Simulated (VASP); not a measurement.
# CuO (Fm-3m) in VASP: notebook

The runs below take CuO through single point, relaxation of cell and atoms, with PBE.

Program: VASP 6.6.1. These are calculated values, not measurements. Logs are shortened: lines on timing, memory, paths and dates and some standing lists are left out, and cuts for length are marked.

### 1 The cell of the first run

It takes space group Fm-3m (No. 225, cubic). Conventional cell: a = 4.245 Å, b = 4.245 Å, c = 4.245 Å, α = 90.00°, β = 90.00°, γ = 90.00°. Cu (site symmetry m-3m) has 6 O at 2.12 Å within 2.8 Å. O (site symmetry m-3m) has 6 Cu at 2.12 Å within 2.8 Å.

### 2 Single point, PBE

Contents of INCAR:

```
  PREC = Accurate
  ENCUT = 600
  EDIFF = 1E-6
  ISMEAR = 0
  SIGMA = 0.1
  LREAL = False
  LASPH = True
  NELM = 120
  ALGO = Normal
  ISIF = 2
  LWAVE = False
  LCHARG = False
  GGA = PE
  NBANDS = 16
  GGA_COMPAT = False
```

Contents of KPOINTS:

```
regular mesh
0
Gamma
  18 18 18
```

Contents of POSCAR:

```
CuO
1.0
    0.0000000000      2.1224191145      2.1224191145
    2.1224191145      0.0000000000      2.1224191145
    2.1224191145      2.1224191145      0.0000000000
Cu O
1 1
Direct
    0.0000000000      0.0000000000      0.0000000000
    0.5000000000      0.5000000000      0.5000000000
```

Potentials or basis: VASP PAW PBE potentials, release 64 (Cu, O).

Command:

```console
$ cat potpaw_PBE.64/Cu/POTCAR potpaw_PBE.64/O/POTCAR > POTCAR
$ mpirun -np 1 vasp_std > vasp.out
```

OUTCAR:

```text
PREC = Accurate
   ENCUT = 600
   EDIFF = 1E-6
   ISMEAR = 0
   LREAL = False
   LASPH = True
   NELM = 120
   ISIF = 2
   GGA = PE

 ion  position               nearest neighbor table
   1  0.000  0.000  0.000-   2 2.12   2 2.12   2 2.12   2 2.12   2 2.12   2 2.12
   2  0.500  0.500  0.500-   1 2.12   1 2.12   1 2.12   1 2.12   1 2.12   1 2.12

  LATTYP: Found a face centered cubic cell.
 ALAT       =     4.2448382290

  Lattice vectors:

 A1 = (   0.0000000000,   2.1224191145,   2.1224191145)
 A2 = (   2.1224191145,   0.0000000000,   2.1224191145)
 A3 = (   2.1224191145,   2.1224191145,   0.0000000000)

Analysis of symmetry for initial positions (statically):
=====================================================================
 Subroutine PRICEL returns:
 Original cell was already a primitive cell.

 Routine SETGRP: Setting up the symmetry group for a
 face centered cubic supercell.

 Subroutine GETGRP returns: Found 48 space group operations
 (whereof 48 operations were pure point group operations)
 out of a pool of 48 trial point group operations.

The static configuration has the point symmetry O_h .

Analysis of symmetry for dynamics (positions and initial velocities):
=====================================================================
 Subroutine PRICEL returns:
 Original cell was already a primitive cell.

 Routine SETGRP: Setting up the symmetry group for a
 face centered cubic supercell.

 Subroutine GETGRP returns: Found 48 space group operations
 (whereof 48 operations were pure point group operations)
 out of a pool of 48 trial point group operations.

The dynamic configuration has the point symmetry O_h .

 Subroutine INISYM returns: Found 48 space group operations
 (whereof 48 operations are pure point group operations),
 and found     1 'primitive' translations

----------------------------------------------------------------------------------------

                                     Primitive cell

  volume of cell :      19.1216

  direct lattice vectors                    reciprocal lattice vectors
     0.000000000  2.122419114  2.122419114    -0.235580238  0.235580238  0.235580238
     2.122419114  0.000000000  2.122419114     0.235580238 -0.235580238  0.235580238
     2.122419114  2.122419114  0.000000000     0.235580238  0.235580238 -0.235580238

  length of vectors
     3.001553897  3.001553897  3.001553897     0.408036941  0.408036941  0.408036941

  position of ions in fractional coordinates (direct lattice)
     0.000000000  0.000000000  0.000000000
     0.500000000  0.500000000  0.500000000

  ion indices of the primitive-cell ions
   primitive index   ion index
                 1           1
                 2           2

----------------------------------------------------------------------------------------

 KPOINTS: regular mesh

Automatic generation of k-mesh.
 Grid dimensions read from file:
 generate k-points for:   18   18   18

 Generating k-lattice:

  Cartesian coordinates                     Fractional coordinates (reciprocal lattice)
    -0.013087791  0.013087791  0.013087791     0.055555556  0.000000000  0.000000000
     0.013087791 -0.013087791  0.013087791     0.000000000  0.055555556  0.000000000
     0.013087791  0.013087791 -0.013087791     0.000000000  0.000000000  0.055555556

  Length of vectors
     0.022668719  0.022668719  0.022668719

  Shift w.r.t. Gamma in fractional coordinates (k-lattice)
     0.000000000  0.000000000  0.000000000

 Subroutine IBZKPT returns following result:
 ===========================================

 Found    195 irreducible k-points:

 Following reciprocal coordinates:
            Coordinates               Weight
  0.000000  0.000000  0.000000      1.000000
  0.055556  0.000000  0.000000      8.000000
  0.111111  0.000000  0.000000      8.000000
  0.166667  0.000000  0.000000      8.000000
  0.222222  0.000000  0.000000      8.000000
  0.277778  0.000000  0.000000      8.000000
[... 16 lines left out ...]
 -0.277778  0.055556  0.000000     24.000000
 -0.222222  0.055556  0.000000     24.000000
 [... further k-points ...]
   k-points           NKPTS =    195   k-points in BZ     NKDIM =    195   number of bands    NBANDS=     16
   number of dos      NEDOS =    301   number of ions     NIONS =      2
   total plane-waves  NPLWV =  13824
   dimension x,y,z NGX =    24 NGY =   24 NGZ =   24
   dimension x,y,z NGXF=    48 NGYF=   48 NGZF=   48
   ions per type =               1   1
   NGX,Y,Z   is equivalent  to a cutoff of  13.29, 13.29, 13.29 a.u.
   NGXF,Y,Z  is equivalent  to a cutoff of  26.59, 26.59, 26.59 a.u.
 SYSTEM =  unknown system
   PREC   = accura    normal or accurate (medium, high low for compatibility)
   ISTART =      0    job   : 0-new  1-cont  2-samecut
   ICHARG =      2    charge: 1-file 2-atom 10-const
   ISPIN  =      1    spin polarized calculation?
   LNONCOLLINEAR =      F non collinear calculations
   LSORBIT =      F    spin-orbit coupling
   LASPH  =      T    aspherical Exc in radial PAW
   ENCUT  =  600.0 eV  44.10 Ry    6.64 a.u.   5.99  5.99  5.99*2*pi/ulx,y,z
   NELM   =    120;   NELMIN=  2; NELMDL= -5     # of ELM steps
   EDIFF  = 0.1E-05   stopping-criterion for ELM
   LREAL  =      F    real-space projection
   EDIFFG = 0.1E-04   stopping-criterion for IOM
   NSW    =      0    number of steps for IOM
   IBRION =     -1    ionic relax: 0-MD 1-quasi-New 2-CG
   NFREE  =      0    steps in history (QN), initial steepest desc. (CG)
   ISIF   =      2    stress and relaxation
   ISYM   =      2    0-nonsym 1-usesym 2-fastsym
   POTIM  = 0.5000    time-step for ionic-motion
   TEBEG  =    0.0;   TEEND  =   0.0 temperature during run
   PSTRESS=    0.0 pullay stress
   NELECT =      17.0000    total number of electrons
   NUPDOWN=      -1.0000    fix difference up-down
   EMIN   =  10.00;   EMAX   =-10.00  energy-range for DOS
   EFERMI =   0.00;   METHOD = LEGACY
   ISMEAR =     0;   SIGMA  =   0.10  broadening in eV -4-tet -1-fermi 0-gaus
   EFERMI_NEDOS =   21; number of points for ismear=-14 and -15
   IALGO  =     38    algorithm
   IMIX   =      4    mixing-type and parameters
     AMIX     =   0.40;   BMIX     =  1.00
     AMIX_MAG =   1.60;   BMIX_MAG =  1.00
  volume/ion in A,a.u.               =       9.56        64.52
  Fermi-wavevector in a.u.,A,eV,Ry     =   1.574164  2.974739 33.715134  2.477992
  Thomas-Fermi vector in A             =   2.675339
   LORBIT       =      0    0 simple, 1 ext, 2 COOP (PROOUT), +10 PAW based schemes
   GGA     = PE    functional components
   LHFCALC =     F    Hartree Fock is set to
   AEXX    =    0.0000 exact exchange contribution
   IVDW    =     0    specifies the selected vdW correction
   LEPSILON=     F    determine dielectric tensor
   LRPA    =     F    only Hartree local field effects (RPA)
 non-spin polarized calculation
 Gauss-broadening in eV      SIGMA  =   0.10
  energy-cutoff  :      600.00
  volume of cell :       19.12
 maximum number of plane-waves:       650
   NGX = 11   NGY = 11   NGZ = 11

 number of electron      17.0000011 magnetization

 Free energy of the ion-electron system (eV)
  ---------------------------------------------------
  ext. energy  EPLUGINS =         0.00000000
  ---------------------------------------------------
  free energy    TOTEN  =        -9.53892329 eV

  energy without entropy =       -9.52988549  energy(sigma->0) =       -9.53440439

 E-fermi :   6.0912     XC(G=0): -12.3754

 val. band max:        6.0777575126   @ k =   0.5000   0.2778   0.1111
 cond. band min:       6.0985377967   @ k =   0.4444   0.1667   0.0000
 fundamental gap:      0.0207802841
 Fermi energy:         6.0911896690

 k-point     1 :       0.0000    0.0000    0.0000
  band No.  band energies     occupation
      1     -13.3860      2.00000
      2       3.6610      2.00000
      3       3.6610      2.00000
      4       3.6610      2.00000
      5       3.7670      2.00000
      6       3.7670      2.00000
[... 8 lines left out ...]
     15      27.2198      0.00000
     16      27.2198      0.00000

 k-point     2 :       0.0556    0.0000    0.0000
  band No.  band energies     occupation
      1     -13.3535      2.00000
      2       3.2713      2.00000
      3       3.3429      2.00000
      4       3.3429      2.00000
      5       3.7083      2.00000
      6       3.7083      2.00000
[... 8 lines left out ...]
     15      27.0428      0.00000
     16      27.0428      0.00000

 k-point     3 :       0.1111    0.0000    0.0000
  band No.  band energies     occupation
      1     -13.2582      2.00000
      2       2.5993      2.00000
      3       2.9002      2.00000
      4       2.9002      2.00000
      5       3.7548      2.00000
      6       3.7548      2.00000
[... 8 lines left out ...]
     15      26.8826      0.00000
     16      26.8826      0.00000

 k-point     4 :       0.1667    0.0000    0.0000
  band No.  band energies     occupation
      1     -13.1077      2.00000
      2       1.8135      2.00000
      3       2.4880      2.00000
      4       2.4880      2.00000
      5       3.8292      2.00000
      6       3.8292      2.00000
[... 8 lines left out ...]
     15      27.0634      0.00000
     16      27.0634      0.00000
[... 324 lines left out ...]
 k-point    22 :      -0.3333    0.0556    0.0000
  band No.  band energies     occupation
      1     -12.4013      2.00000
      2      -0.5421      2.00000
      3       1.4387      2.00000
      4       1.5264      2.00000
      5       4.1102      2.00000
      6       4.1757      2.00000
[... 8 lines left out ...]
     15      28.6027      0.00000
     16      30.0256      0.00000

 k-point    23 :      -0.2778    0.0556    0.0000
  band No.  band energies     occupation
      1     -12.6070      2.00000
      2       0.0328      2.00000
      3       1.6428      2.00000
      4       1.7812      2.00000
      5       4.0111      2.00000
      6       4.0941      2.00000
[... 8 lines left out ...]
     15      27.6447      0.00000
     16      29.3574      0.00000

 k-point    24 :      -0.2222    0.0556    0.0000
  band No.  band energies     occupation
      1     -12.8228      2.00000
      2       0.7110      2.00000
      3       1.9089      2.00000
      4       2.1024      2.00000
      5       3.9084      2.00000
      6       4.0065      2.00000
[... 8 lines left out ...]
     15      26.8128      0.00000
     16      28.7402      0.00000

 [... further k-points ...]
[... 5 lines left out ...]
  --------------------------------------------------------------------------------------
  -------------------------------------------------------------------------------------
  Total        0.0046111      0.0046111      0.0046111      0.0000000      0.0000000      0.0000000
  in kB        0.3863581      0.3863581      0.3863581      0.0000000      0.0000000      0.0000000
  external PRESSURE =       0.3863581 kB  Pullay stress =       0.0000000 kB

 VOLUME and BASIS-vectors are now :
 -----------------------------------------------------------------------------
  energy-cutoff  :      600.00
  volume of cell :       19.12
      direct lattice vectors                 reciprocal lattice vectors
     0.000000000  2.122419114  2.122419114    -0.235580238  0.235580238  0.235580238
     2.122419114  0.000000000  2.122419114     0.235580238 -0.235580238  0.235580238
     2.122419114  2.122419114  0.000000000     0.235580238  0.235580238 -0.235580238

 POSITION                                       TOTAL-FORCE (eV/Angst)
 -----------------------------------------------------------------------------------
      0.00000      0.00000      0.00000         0.000000      0.000000      0.000000
      2.12242      2.12242      2.12242         0.000000      0.000000      0.000000
 -----------------------------------------------------------------------------------
    total drift:                                0.000000     -0.000000     -0.000000

  FREE ENERGIE OF THE ION-ELECTRON SYSTEM (eV)
  ---------------------------------------------------
  free  energy   TOTEN  =        -9.5389232882 eV

  energy  without entropy=       -9.5298854933  energy(sigma->0) =       -9.53440439
```

It took 22 s on 1 thread of Intel Xeon 6975P-C (Granite Rapids), shared host; peak memory 0.19 GiB.

What came out:

* Free energy: -9.5389 eV
* Pressure: 0.0 GPa

Caveat: an odd number of electrons without spin polarisation forces a metal; a magnetic or distorted state may lie lower; semilocal functionals often make such compounds metallic where correlation or magnetic order opens a gap, which also shifts bond lengths. With open d or f shells a metallic result of PBE can be an artefact of self-interaction; +U or a hybrid may open a gap.

### 3 Relaxation of cell and atoms, PBE

Contents of INCAR:

```
SYSTEM = CuO
PREC = Accurate ; ENCUT = 600
EDIFF = 1E-7 ; ISMEAR = 0
SIGMA = 0.1 ; LREAL = .False.
LASPH = .True. ; NELM = 120
ALGO = Normal ; ISIF = 3
LWAVE = .False. ; LCHARG = .False.
GGA = PE ; IBRION = 2
NSW = 80 ; EDIFFG = -0.01
GGA_COMPAT = .False. ; NELMIN = 4
```

Contents of KPOINTS:

```
Automatic mesh
0
Gamma
  18 18 18
  0 0 0
```

POSCAR is that of step 2.

Potentials or basis: VASP PAW PBE potentials, release 64 (Cu, O).

Command:

```console
$ cat potpaw_PBE.64/Cu/POTCAR potpaw_PBE.64/O/POTCAR > POTCAR
$ mpirun -np 1 vasp_std > vasp.out
```

Run time: 16 s. Hardware: 1 thread of Intel Xeon 6975P-C (Granite Rapids), shared host; peak memory 0.18 GiB.

The run converged. Its results:

```
Free energy             : -9.5389 eV
Pressure after relaxing : 0.1 GPa
```

Final structure:
```cif
data_structure
_symmetry_space_group_name_H-M 'P 1'
_symmetry_Int_Tables_number 1
_cell_length_a 3.0016
_cell_length_b 3.0016
_cell_length_c 3.0016
_cell_angle_alpha 60.000
_cell_angle_beta 60.000
_cell_angle_gamma 60.000
_cell_volume 19.12
loop_
_atom_site_label
_atom_site_type_symbol
_atom_site_fract_x
_atom_site_fract_y
_atom_site_fract_z
_atom_site_occupancy
Cu1 Cu 0.00000 0.00000 0.00000 1
O1 O 0.50000 0.50000 0.50000 1
```

Levels at points of the mesh, in eV from the Fermi level:
| k point | band 7 | band 8 | band 9 | band 10 | band 11 | band 12 |
| --- | --- | --- | --- | --- | --- | --- |
| (0.00, 0.00, 0.00) | -2.32 | -2.18 | -2.18 | 1.40 | 18.17 | 18.64 |
| (0.50, 0.00, 0.00) | -1.39 | 0.73 | 0.73 | 5.74 | 9.55 | 13.74 |
| (0.50, 0.50, 0.00) | -1.63 | -1.63 | -1.46 | 5.62 | 10.57 | 12.07 |

Caveat: the relaxation stopped at its first step, so nothing moved; an odd number of electrons without spin polarisation forces a metal; a magnetic or distorted state may lie lower; semilocal functionals often make such compounds metallic where correlation or magnetic order opens a gap, which also shifts bond lengths. With open d or f shells a metallic result of PBE can be an artefact of self-interaction; +U or a hybrid may open a gap.

### 4 Single point, PBE

This run uses another cell than the first one: it holds 6 atoms, not 2.

Contents of INCAR:

```
PREC     = Accurate       # precision mode
ENCUT    = 600            # plane-wave cutoff, eV
EDIFF    = 1E-6           # SCF threshold, eV
ISMEAR   = 0              # smearing method
SIGMA    = 0.1            # smearing width, eV
LREAL    = F              # projectors in reciprocal space
LASPH    = T              # aspherical terms in the spheres
NELM     = 120            # most SCF steps
ALGO     = Normal         # electronic algorithm
ISIF     = 2              # what is computed and relaxed
LWAVE    = F              # write WAVECAR
LCHARG   = F              # write CHGCAR
GGA      = PE             # functional
NBANDS   = 34             # bands
GGA_COMPAT= F
```

Contents of KPOINTS:

```
regular mesh
0
Gamma
  12 12 12
```

Contents of POSCAR:

```
CuO
1.0
    0.0000000000      2.1224191145     -2.1224191145
    4.2448382290      0.0000000000      0.0000000000
   -2.1224191145     -4.2448382290     -2.1224191145
Cu O
3 3
Direct
    1.0000000000      0.0000000000      1.0000000000
    0.3333333333      0.3333333333      0.6666666667
    0.6666666667      0.6666666667      0.3333333333
    0.0000000000      0.5000000000      0.0000000000
    0.3333333333      0.8333333333      0.6666666667
    0.6666666667      0.1666666667      0.3333333333
```

Potentials or basis: VASP PAW PBE potentials, release 64 (Cu, O).

Command:

```console
$ cat potpaw_PBE.64/Cu/POTCAR potpaw_PBE.64/O/POTCAR > POTCAR
$ mpirun -np 1 vasp_std > vasp.out
```

OUTCAR:

```text
PREC = Accurate
   ENCUT = 600
   EDIFF = 1E-6
   ISMEAR = 0
   LREAL = F
   LASPH = T
   NELM = 120
   ISIF = 2
   GGA = PE

 ion  position               nearest neighbor table
   1  0.000  0.000  0.000-   5 2.12   6 2.12   6 2.12   4 2.12   4 2.12   5 2.12
   2  0.333  0.333  0.667-   4 2.12   4 2.12   5 2.12   5 2.12   6 2.12   6 2.12
   3  0.667  0.667  0.333-   4 2.12   5 2.12   6 2.12   6 2.12   4 2.12   5 2.12
   4  0.000  0.500  0.000-   2 2.12   3 2.12   3 2.12   1 2.12   1 2.12   2 2.12
   5  0.333  0.833  0.667-   1 2.12   1 2.12   2 2.12   2 2.12   3 2.12   3 2.12
   6  0.667  0.167  0.333-   1 2.12   2 2.12   3 2.12   3 2.12   1 2.12   2 2.12
[... 1109 lines left out ...]
  Total       -0.0252123     -0.0186534     -0.0186534      0.0000000      0.0163265      0.0000000
  in kB       -0.7041726     -0.5209825     -0.5209825      0.0000000      0.4559940      0.0000000
  external PRESSURE =      -0.5820459 kB  Pullay stress =       0.0000000 kB

 VOLUME and BASIS-vectors are now :
 -----------------------------------------------------------------------------
  energy-cutoff  :      600.00
  volume of cell :       57.36
      direct lattice vectors                 reciprocal lattice vectors
     0.000000000  2.122419114 -2.122419114     0.000000000  0.157053492 -0.314106984
     4.244838229  0.000000000  0.000000000     0.235580238 -0.078526746 -0.078526746
    -2.122419114 -4.244838229 -2.122419114     0.000000000 -0.157053492 -0.157053492

 POSITION                                       TOTAL-FORCE (eV/Angst)
 -----------------------------------------------------------------------------------
      0.00000      0.00000      0.00000        -0.000000     -0.000000     -0.000000
     -0.00000     -2.12242     -2.12242        -0.000000      0.000000     -0.000000
      2.12242      0.00000     -2.12242        -0.000000     -0.000000      0.000000
      2.12242      0.00000      0.00000        -0.000000     -0.000000     -0.000000
      2.12242     -2.12242     -2.12242         0.000000      0.000000      0.000000
      0.00000      0.00000     -2.12242        -0.000000     -0.000000     -0.000000
 -----------------------------------------------------------------------------------
    total drift:                               -0.000000     -0.000000     -0.000000

  FREE ENERGIE OF THE ION-ELECTRON SYSTEM (eV)
  ---------------------------------------------------
  free  energy   TOTEN  =       -28.6181656396 eV

  energy  without entropy=      -28.5943348041  energy(sigma->0) =      -28.60625022
```

Run time: 4.1 min. Hardware: 1 thread of Intel Xeon 6975P-C (Granite Rapids), shared host; peak memory 0.57 GiB.

Results:

```yaml
Free_energy: -28.6182 eV
Pressure: -0.1 GPa
```

Caveat: an odd number of electrons without spin polarisation forces a metal; a magnetic or distorted state may lie lower; semilocal functionals often make such compounds metallic where correlation or magnetic order opens a gap, which also shifts bond lengths. With open d or f shells a metallic result of PBE can be an artefact of self-interaction; +U or a hybrid may open a gap.

### 5 Summary

| task | cell | k mesh | gap on the mesh (eV) | pressure (GPa) |
| --- | --- | --- | --- | --- |
| single point | a = 3.002 Å, angles 60.0°, 2 atoms | 18 × 18 × 18 | none | 0.0 |
| relaxation of cell and atoms | relaxed from a = 3.002 Å, angles 60.0°, 2 atoms | 18 × 18 × 18 | none | 0.1 |
| single point | a = 3.002, b = 4.245, c = 5.199 Å, angles 114.1, 106.8, 90.0°, 6 atoms | 12 × 12 × 12 | none | -0.1 |

Alike in all rows: level PBE; potentials or basis VASP PAW PBE potentials, release 64 (Cu, O); no spin polarisation; cutoff (eV) 600; smearing gaussian 0.1 eV.

Caveats: an odd number of electrons without spin polarisation forces a metal; a magnetic or distorted state may lie lower; semilocal functionals often make such compounds metallic where correlation or magnetic order opens a gap, which also shifts bond lengths; the relaxation stopped at its first step, so nothing moved (some runs).

Absolute energies hang on the potentials; compare differences alone.
